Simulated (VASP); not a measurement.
# BN (I-4m2) in VASP: further runs

Runs on BN. Level: PBE. Tasks: electric field gradients.

Program: VASP 6.6.1. These are calculated values, not measurements. Logs are shortened: lines on timing, memory, paths and dates and some standing lists are left out, and cuts for length are marked.

### 1 The cell of the first run

It takes space group I-4m2 (No. 119, tetragonal). Conventional cell: a = 2.556 Å, b = 2.556 Å, c = 3.651 Å, α = 90.00°, β = 90.00°, γ = 90.00°. Within 2.1 Å of B (site symmetry -4m2) lie 4 N at 1.57 Å. N (site symmetry -4m2) has 4 B at 1.57 Å within 2.1 Å.

### 2 Electric field gradients, PBE (zz strain of +1 %)

Input file INCAR:

```
SYSTEM = BN
PREC = Accurate
ENCUT = 520
EDIFF = 1E-8
ISMEAR = -1
SIGMA = 0.03
LREAL = .False.
LASPH = .True.
NELM = 80
ALGO = Normal
ISIF = 2
LWAVE = .False.
LCHARG = .False.
GGA = PE
LEFG = .True.
NBANDS = 11
```

Input file KPOINTS:

```
Automatic mesh
0
Gamma
  13 13 13
  0 0 0
```

Input file POSCAR:

```
BN
1.0
    0.0000000000      1.8075000000      1.8255750000
    1.8075000000      0.0000000000      1.8255750000
    1.8075000000      1.8075000000      0.0000000000
B N
1 1
Direct
    0.0000000000      0.0000000000      0.0000000000
    0.7500000000      0.7500000000      0.7500000000
```

Potentials or basis: VASP PAW PBE potentials, release 64 (B, N).

Run with:

```
cat potpaw_PBE.64/B/POTCAR potpaw_PBE.64/N/POTCAR > POTCAR
mpirun -np 1 vasp_std > vasp.out
```

OUTCAR:

```text
SYSTEM = BN
   PREC = Accurate
   ENCUT = 520
   EDIFF = 1E-8
   ISMEAR = -1
   LREAL = .False.
   LASPH = .True.
   NELM = 80
   ISIF = 2
   GGA = PE

 ion  position               nearest neighbor table
   1  0.000  0.000  0.000-   2 1.57   2 1.57   2 1.57   2 1.57
   2  0.750  0.750  0.750-   1 1.57   1 1.57   1 1.57   1 1.57

  LATTYP: Found a body centered tetragonal cell.
 ALAT       =     2.5561910140
 C/A-ratio  =     1.4283556980

  Lattice vectors:

 A1 = (  -1.8075000000,   0.0000000000,   1.8255750000)
 A2 = (   1.8075000000,   0.0000000000,   1.8255750000)
 A3 = (   0.0000000000,   1.8075000000,  -1.8255750000)

Analysis of symmetry for initial positions (statically):
=====================================================================
 Subroutine PRICEL returns:
 Original cell was already a primitive cell.

 Routine SETGRP: Setting up the symmetry group for a
 body centered tetragonal supercell.

 Subroutine GETGRP returns: Found  8 space group operations
 (whereof  8 operations were pure point group operations)
 out of a pool of 16 trial point group operations.

The static configuration has the point symmetry D_2d.

Analysis of symmetry for dynamics (positions and initial velocities):
=====================================================================
 Subroutine PRICEL returns:
 Original cell was already a primitive cell.

 Routine SETGRP: Setting up the symmetry group for a
 body centered tetragonal supercell.

 Subroutine GETGRP returns: Found  8 space group operations
 (whereof  8 operations were pure point group operations)
 out of a pool of 16 trial point group operations.

The dynamic configuration has the point symmetry D_2d.

 Subroutine INISYM returns: Found  8 space group operations
 (whereof  8 operations are pure point group operations),
 and found     1 'primitive' translations

----------------------------------------------------------------------------------------

                                     Primitive cell

  volume of cell :      11.9285

  direct lattice vectors                    reciprocal lattice vectors
     0.000000000  1.807500000  1.825575000    -0.276625173  0.276625173  0.273886310
     1.807500000  0.000000000  1.825575000     0.276625173 -0.276625173  0.273886310
     1.807500000  1.807500000  0.000000000     0.276625173  0.276625173 -0.273886310

  length of vectors
     2.569003762  2.569003762  2.556191014     0.477552807  0.477552807  0.477552807

  position of ions in fractional coordinates (direct lattice)
     0.000000000  0.000000000  0.000000000
     0.750000000  0.750000000  0.750000000

  ion indices of the primitive-cell ions
   primitive index   ion index
                 1           1
                 2           2

----------------------------------------------------------------------------------------

 KPOINTS: Automatic mesh

Automatic generation of k-mesh.
 Grid dimensions read from file:
 generate k-points for:   13   13   13

 Generating k-lattice:

  Cartesian coordinates                     Fractional coordinates (reciprocal lattice)
    -0.021278859  0.021278859  0.021068178     0.076923077  0.000000000  0.000000000
     0.021278859 -0.021278859  0.021068178     0.000000000  0.076923077  0.000000000
     0.021278859  0.021278859 -0.021068178     0.000000000  0.000000000  0.076923077

  Length of vectors
     0.036734831  0.036734831  0.036734831

  Shift w.r.t. Gamma in fractional coordinates (k-lattice)
     0.000000000  0.000000000  0.000000000

 Subroutine IBZKPT returns following result:
 ===========================================

 Found    196 irreducible k-points:

 Following reciprocal coordinates:
            Coordinates               Weight
  0.000000  0.000000  0.000000      1.000000
  0.076923  0.000000  0.000000      8.000000
  0.153846 -0.000000  0.000000      8.000000
  0.230769 -0.000000  0.000000      8.000000
  0.307692 -0.000000  0.000000      8.000000
  0.384615  0.000000  0.000000      8.000000
[... 16 lines left out ...]
  0.384615  0.153846  0.000000      8.000000
  0.461538  0.153846  0.000000      8.000000
 [... further k-points ...]
   k-points           NKPTS =    196   k-points in BZ     NKDIM =    196   number of bands    NBANDS=     11
   number of dos      NEDOS =    301   number of ions     NIONS =      2
   total plane-waves  NPLWV =   8000
   dimension x,y,z NGX =    20 NGY =   20 NGZ =   20
   dimension x,y,z NGXF=    40 NGYF=   40 NGZF=   40
   ions per type =               1   1
   NGX,Y,Z   is equivalent  to a cutoff of  12.94, 12.94, 13.01 a.u.
   NGXF,Y,Z  is equivalent  to a cutoff of  25.88, 25.88, 26.01 a.u.
 SYSTEM =  BN
   PREC   = accura    normal or accurate (medium, high low for compatibility)
   ISTART =      0    job   : 0-new  1-cont  2-samecut
   ICHARG =      2    charge: 1-file 2-atom 10-const
   ISPIN  =      1    spin polarized calculation?
   LNONCOLLINEAR =      F non collinear calculations
   LSORBIT =      F    spin-orbit coupling
   LASPH  =      T    aspherical Exc in radial PAW
   ENCUT  =  520.0 eV  38.22 Ry    6.18 a.u.   4.78  4.78  4.75*2*pi/ulx,y,z
   NELM   =     80;   NELMIN=  2; NELMDL= -5     # of ELM steps
   EDIFF  = 0.1E-07   stopping-criterion for ELM
   LREAL  =      F    real-space projection
   EDIFFG = 0.1E-06   stopping-criterion for IOM
   NSW    =      0    number of steps for IOM
   IBRION =     -1    ionic relax: 0-MD 1-quasi-New 2-CG
   NFREE  =      0    steps in history (QN), initial steepest desc. (CG)
   ISIF   =      2    stress and relaxation
   ISYM   =      2    0-nonsym 1-usesym 2-fastsym
   POTIM  = 0.5000    time-step for ionic-motion
   TEBEG  =    0.0;   TEEND  =   0.0 temperature during run
   PSTRESS=    0.0 pullay stress
   NELECT =       8.0000    total number of electrons
   NUPDOWN=      -1.0000    fix difference up-down
   EMIN   =  10.00;   EMAX   =-10.00  energy-range for DOS
   EFERMI =   0.00;   METHOD = LEGACY
   ISMEAR =    -1;   SIGMA  =   0.03  broadening in eV -4-tet -1-fermi 0-gaus
   EFERMI_NEDOS =   21; number of points for ismear=-14 and -15
   IALGO  =     38    algorithm
   IMIX   =      4    mixing-type and parameters
     AMIX     =   0.40;   BMIX     =  1.00
     AMIX_MAG =   1.60;   BMIX_MAG =  1.00
  volume/ion in A,a.u.               =       5.96        40.25
  Fermi-wavevector in a.u.,A,eV,Ry     =   1.432989  2.707956 27.938969  2.053456
  Thomas-Fermi vector in A             =   2.552556
   LORBIT       =      0    0 simple, 1 ext, 2 COOP (PROOUT), +10 PAW based schemes
   GGA     = PE    functional components
   LHFCALC =     F    Hartree Fock is set to
   AEXX    =    0.0000 exact exchange contribution
   IVDW    =     0    specifies the selected vdW correction
   LEPSILON=     F    determine dielectric tensor
   LRPA    =     F    only Hartree local field effects (RPA)
 non-spin polarized calculation
  energy-cutoff  :      520.00
  volume of cell :       11.93
 maximum number of plane-waves:       331
   NGX =  9   NGY =  9   NGZ =  9

 number of electron       7.9999999 magnetization

 Free energy of the ion-electron system (eV)
  ---------------------------------------------------
  ext. energy  EPLUGINS =         0.00000000
  ---------------------------------------------------
  free energy    TOTEN  =       -17.44951178 eV

  energy without entropy =      -17.44951178  energy(sigma->0) =      -17.44951178

 E-fermi :   7.8703     XC(G=0): -12.7731

 val. band max:        7.3141420966   @ k =   0.0000   0.0000   0.0000
 cond. band min:      11.7484870722   @ k =   0.4615   0.0000   0.4615
 fundamental gap:      4.4343449756
 Fermi energy:         7.8702520705

 k-point     1 :       0.0000    0.0000    0.0000
  band No.  band energies     occupation
      1     -12.8369      2.00000
      2       7.2149      2.00000
      3       7.3141      2.00000
      4       7.3141      2.00000
      5      16.0309      0.00000
      6      16.0309      0.00000
      7      16.1016      0.00000
      8      17.4683      0.00000
      9      31.8475      0.00000
     10      34.6594      0.00000
     11      35.1838      0.00000

 k-point     2 :       0.0769    0.0000    0.0000
  band No.  band energies     occupation
      1     -12.6939      2.00000
      2       6.4964      2.00000
      3       7.0943      2.00000
      4       7.1638      2.00000
      5      16.2038      0.00000
      6      16.2654      0.00000
      7      16.3322      0.00000
      8      17.9589      0.00000
      9      31.6905      0.00000
     10      32.6933      0.00000
     11      33.0823      0.00000

 k-point     3 :       0.1538   -0.0000    0.0000
  band No.  band energies     occupation
      1     -12.2696      2.00000
      2       4.6489      2.00000
      3       6.6993      2.00000
      4       6.7876      2.00000
      5      16.4803      0.00000
      6      16.8355      0.00000
      7      16.8796      0.00000
      8      19.1574      0.00000
      9      31.1230      0.00000
     10      31.3253      0.00000
     11      31.5055      0.00000

 k-point     4 :       0.2308   -0.0000    0.0000
  band No.  band energies     occupation
      1     -11.5803      2.00000
      2       2.4125      2.00000
      3       6.2237      2.00000
      4       6.3327      2.00000
      5      16.7430      0.00000
      6      17.4426      0.00000
      7      17.4542      0.00000
      8      20.4377      0.00000
      9      30.5750      0.00000
     10      30.8124      0.00000
     11      30.8664      0.00000
[... 239 lines left out ...]
 k-point    22 :       0.3077    0.1538    0.0000
  band No.  band energies     occupation
      1     -10.8411      2.00000
      2       1.8067      2.00000
      3       4.8231      2.00000
      4       5.1052      2.00000
      5      15.4924      0.00000
      6      19.0733      0.00000
      7      19.6610      0.00000
      8      20.0535      0.00000
      9      26.4230      0.00000
     10      33.3809      0.00000
     11      34.9629      0.00000

 k-point    23 :       0.3846    0.1538    0.0000
  band No.  band energies     occupation
      1      -9.8999      2.00000
      2      -0.1963      2.00000
      3       4.5178      2.00000
      4       4.5865      2.00000
      5      15.9001      0.00000
      6      19.2251      0.00000
      7      19.8769      0.00000
      8      20.8112      0.00000
      9      27.3505      0.00000
     10      33.1577      0.00000
     11      35.1952      0.00000

 k-point    24 :       0.4615    0.1538    0.0000
  band No.  band energies     occupation
      1      -8.9215      2.00000
      2      -1.8928      2.00000
      3       3.9565      2.00000
      4       4.5590      2.00000
      5      16.2253      0.00000
      6      19.1976      0.00000
      7      19.7612      0.00000
      8      21.9209      0.00000
      9      28.0187      0.00000
     10      33.2536      0.00000
     11      35.1861      0.00000

 [... further k-points ...]
[... 5 lines left out ...]
  --------------------------------------------------------------------------------------
  -------------------------------------------------------------------------------------
  Total        0.1168726      0.1168726     -0.3410317      0.0000000     -0.0000000      0.0000000
  in kB       15.6977349     15.6977349    -45.8056435      0.0000000     -0.0000000      0.0000000
  external PRESSURE =      -4.8033913 kB  Pullay stress =       0.0000000 kB

 VOLUME and BASIS-vectors are now :
 -----------------------------------------------------------------------------
  energy-cutoff  :      520.00
  volume of cell :       11.93
      direct lattice vectors                 reciprocal lattice vectors
     0.000000000  1.807500000  1.825575000    -0.276625173  0.276625173  0.273886310
     1.807500000  0.000000000  1.825575000     0.276625173 -0.276625173  0.273886310
     1.807500000  1.807500000  0.000000000     0.276625173  0.276625173 -0.273886310

 POSITION                                       TOTAL-FORCE (eV/Angst)
 -----------------------------------------------------------------------------------
      0.00000      0.00000      0.00000        -0.000000     -0.000000      0.000000
      2.71125      2.71125      2.73836         0.000000      0.000000      0.000000
 -----------------------------------------------------------------------------------
    total drift:                                0.000000      0.000000     -0.000000

  FREE ENERGIE OF THE ION-ELECTRON SYSTEM (eV)
  ---------------------------------------------------
  free  energy   TOTEN  =       -17.4495117808 eV

  energy  without entropy=      -17.4495117808  energy(sigma->0) =      -17.44951178

 Electric field gradients (V/A^2)
---------------------------------------------------------------------
 ion       V_xx      V_yy      V_zz      V_xy      V_xz      V_yz
---------------------------------------------------------------------
   1       0.178     0.178    -0.356    -0.000    -0.000    -0.000
   2      -0.821    -0.821     1.641    -0.000    -0.000    -0.000
---------------------------------------------------------------------

 Electric field gradients after diagonalization (V/A^2)
 (convention: |V_zz| > |V_xx| > |V_yy|)
----------------------------------------------------------------------
 ion       V_xx      V_yy      V_zz     asymmetry (V_yy - V_xx)/ V_zz
----------------------------------------------------------------------
   1       0.178     0.178    -0.356       0.000
   2      -0.821    -0.820     1.641       0.000
----------------------------------------------------------------------

           NMR quadrupolar parameters

 Cq : quadrupolar parameter    Cq=e*Q*V_zz/h
 eta: asymmetry parameters     (V_yy - V_xx)/ V_zz
 Q  : nuclear electric quadrupole moment in mb (millibarn)
----------------------------------------------------------------------
 ion       Cq(MHz)       eta       Q (mb)
----------------------------------------------------------------------
   1      -0.001       0.000       1.000
   2       0.004       0.000       1.000
----------------------------------------------------------------------
```

It took 20 s on 1 thread of Intel Xeon 6975P-C, shared host; peak memory 0.14 GiB.

What came out:

- Free energy: -17.4495 eV
- Pressure: -0.5 GPa
- Band gap on the k mesh: 4.43 eV, indirect (least direct gap 8.72 eV)

Electric field gradients, principal values (V/Å²):
| atom | least | middle | greatest (by size) |
| --- | --- | --- | --- |
| 1 B | 0.178 | 0.178 | -0.356 |
| 2 N | -0.820 | -0.821 | 1.641 |

Caveat: the cell differs from its parent crystal (zz strain of +1 %); without QUAD_EFG the Cq values of the log hold for a quadrupole moment of 1 mb, not for the nuclei. A k mesh can miss the band edges.

### 3 Electric field gradients, PBE (zz strain of +3 %)

Input file INCAR:

```
SYSTEM = BN
ALGO     = Normal         ! electronic algorithm
EDIFF    = 1E-8           ! SCF threshold, eV
ENCUT    = 520            ! plane-wave cutoff, eV
GGA      = PE             ! functional
ISIF     = 2              ! what is computed and relaxed
ISMEAR   = -1             ! smearing method
LASPH    = .True.         ! aspherical terms in the spheres
LCHARG   = .False.        ! write CHGCAR
LEFG     = .True.       
LREAL    = .False.        ! projectors in reciprocal space
LWAVE    = .False.        ! write WAVECAR
NBANDS   = 11             ! bands
NELM     = 60             ! most SCF steps
PREC     = Accurate       ! precision mode
SIGMA    = 0.03           ! smearing width, eV
```

Input file KPOINTS:

```
k-points
0
Gamma
  13 13 13
  0 0 0
```

Input file POSCAR:

```
BN
1.0
    0.0000000000      1.8075000000      1.8617250000
    1.8075000000      0.0000000000      1.8617250000
    1.8075000000      1.8075000000      0.0000000000
B N
1 1
Direct
    0.0000000000      0.0000000000      0.0000000000
    0.7500000000      0.7500000000      0.7500000000
```

Potentials or basis: VASP PAW PBE potentials, release 64 (B, N).

Run with:

```
cat potpaw_PBE.64/B/POTCAR potpaw_PBE.64/N/POTCAR > POTCAR
mpirun -np 1 vasp_std > vasp.out
```

OUTCAR:

```text
SYSTEM = BN
   EDIFF = 1E-8
   ENCUT = 520
   GGA = PE
   ISIF = 2
   ISMEAR = -1
   LASPH = .True.
   LREAL = .False.
   NELM = 60
   PREC = Accurate

 ion  position               nearest neighbor table
   1  0.000  0.000  0.000-   2 1.58   2 1.58   2 1.58   2 1.58
   2  0.750  0.750  0.750-   1 1.58   1 1.58   1 1.58   1 1.58

  LATTYP: Found a body centered tetragonal cell.
 ALAT       =     2.5561910140
 C/A-ratio  =     1.4566399692

  Lattice vectors:

 A1 = (  -1.8075000000,   0.0000000000,   1.8617250000)
 A2 = (   1.8075000000,   0.0000000000,   1.8617250000)
[... 548 lines left out ...]
  free  energy   TOTEN  =       -17.4318591763 eV

  energy  without entropy=      -17.4318591763  energy(sigma->0) =      -17.43185918

 Electric field gradients (V/A^2)
---------------------------------------------------------------------
 ion       V_xx      V_yy      V_zz      V_xy      V_xz      V_yz
---------------------------------------------------------------------
   1       0.525     0.525    -1.050    -0.000    -0.000    -0.000
   2      -2.488    -2.488     4.977     0.000     0.000     0.000
---------------------------------------------------------------------

 Electric field gradients after diagonalization (V/A^2)
 (convention: |V_zz| > |V_xx| > |V_yy|)
----------------------------------------------------------------------
 ion       V_xx      V_yy      V_zz     asymmetry (V_yy - V_xx)/ V_zz
----------------------------------------------------------------------
   1       0.525     0.525    -1.050       0.000
   2      -2.488    -2.488     4.977       0.000
----------------------------------------------------------------------

           NMR quadrupolar parameters

 Cq : quadrupolar parameter    Cq=e*Q*V_zz/h
 eta: asymmetry parameters     (V_yy - V_xx)/ V_zz
 Q  : nuclear electric quadrupole moment in mb (millibarn)
----------------------------------------------------------------------
 ion       Cq(MHz)       eta       Q (mb)
----------------------------------------------------------------------
   1      -0.003       0.000       1.000
   2       0.012       0.000       1.000
----------------------------------------------------------------------
```

Run time: 20 s. Hardware: 1 thread of Intel Xeon 6975P-C, shared host; peak memory 0.14 GiB.

What came out:

* Free energy: -17.4319 eV
* Pressure: -7.5 GPa
* Band gap on the k mesh: 4.24 eV, indirect (least direct gap 8.52 eV)

Electric field gradients, principal values (V/Å²):
```
atom   least  middle  greatest (by size)
 1 B   0.525   0.525              -1.050
 2 N  -2.488  -2.488               4.977
```

Caveat: the cell differs from its parent crystal (zz strain of +3 %); without QUAD_EFG the Cq values of the log hold for a quadrupole moment of 1 mb, not for the nuclei.
